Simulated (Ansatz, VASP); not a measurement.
# One calculation of FeO, two programs

The input INCAR:

```
SYSTEM = FeO
PREC = Accurate
ENCUT = 520
EDIFF = 1E-7
ISMEAR = -1
SIGMA = 0.05
LREAL = .False.
LASPH = .True.
NELM = 150
ALGO = Normal
ISIF = 2
LWAVE = .False.
LCHARG = .True.
ISPIN = 2
MAGMOM = 3 3 0 0
LORBIT = 11
LMAXMIX = 4
LELF = .True.
LVHAR = .True.
NBANDS = 26
```

KPOINTS

```
Automatic mesh
0
Gamma
  10 10 5
  0 0 0
```

File POSCAR:

```
FeO
1.0
    2.6823620000     -1.5244300000      0.0000000000
    2.6823620000      1.5244300000      0.0000000000
   -0.2343110000      0.0000000000      5.2694490000
Fe O
2 2
Direct
    0.0000000000      0.0000000000      0.5000000000
    0.0000000000      0.0000000000      0.0000000000
    0.3354670000      0.3354670000      0.7442990000
    0.6645330000      0.6645330000      0.2557010000
```

Contents of input.yaml:

```yaml
crystal:
  lattice:
    - [2.682362, -1.52443, 0.0]
    - [2.682362, 1.52443, 0.0]
    - [-0.234311, 0.0, 5.269449]
  atoms:
    - { symbol: Fe, position: [0.0, 0.0, 0.5], spin: 3.0 }
    - { symbol: Fe, position: [0.0, 0.0, 0.0], spin: 3.0 }
    - { symbol: O, position: [0.335467, 0.335467, 0.744299] }
    - { symbol: O, position: [0.664533, 0.664533, 0.255701] }
kpoints:
  mp_grid: { grid: [10, 10, 5] }
  band_path:
    path:
      - [0.0, 0.0, 0.0]
      - [0.5, 0.5, -1.0]
      - [0.2738417777, 0.2738417777, -1.4365682711]
      - [0.5, 0.5, -0.5]
      - [0.672749856, 0.327250144, -0.5]
    npoints: 10
scf:
  occupations: { method: fermi_dirac, width: 0.05 }
hamiltonian:
  xc: lda
  pseudopotentials: { kind: all_electron, lapw: { basis_error: 0.002 } }
magnetization:
  spin_polarized: true
output:
  forces: true
  stress: true
  eigenvalues: true
```

Alike in both runs: functional LDA; k mesh 10 × 10 × 5; occupations fermi-dirac, width 0.05 eV; collinear spin.

|  | VASP | Ansatz |
| --- | --- | --- |
| version | VASP 6.6.1 | Ansatz 0.2.0 |
| potentials or method | VASP PAW LDA potentials, release 64 (Fe, O), cutoff 520 eV | all-electron LAPW, scalar-relativistic |
| task | single point | band structure |

Ansatz gave:

- gap on the k mesh at the Fermi level (eV): none
- pressure (GPa): -27.6
- traceless stress, the component that is largest in VASP (GPa): 4.24
- rms of the force components (eV/Å): 0.070
- net moment per atom (μB): 0.01
- size of the moment on the site where the two differ most (μB): 0.01

**Question.** Which values does VASP return?

**Answer.** gap on the k mesh at the Fermi level (eV): none; pressure (GPa): -23.4; traceless stress, the component that is largest in VASP (GPa): 1.85; rms of the force components (eV/Å): 0.073; net moment per atom (μB): 2.00; size of the moment on the site where the two differ most (μB): 0.33.

The net moments are unlike, so the other rows may belong to different states. LDA's correlation is that of Perdew and Zunger in VASP and of Perdew and Wang (1992) in Ansatz. Site moments also hang on the region over which each program counts them. Atom by atom the forces differ by 0.003 eV/Å (rms over components). A gap of «none» marks a metal or a gap that the smearing closes. Ansatz ran all-electron here, and VASP with PAW potentials.
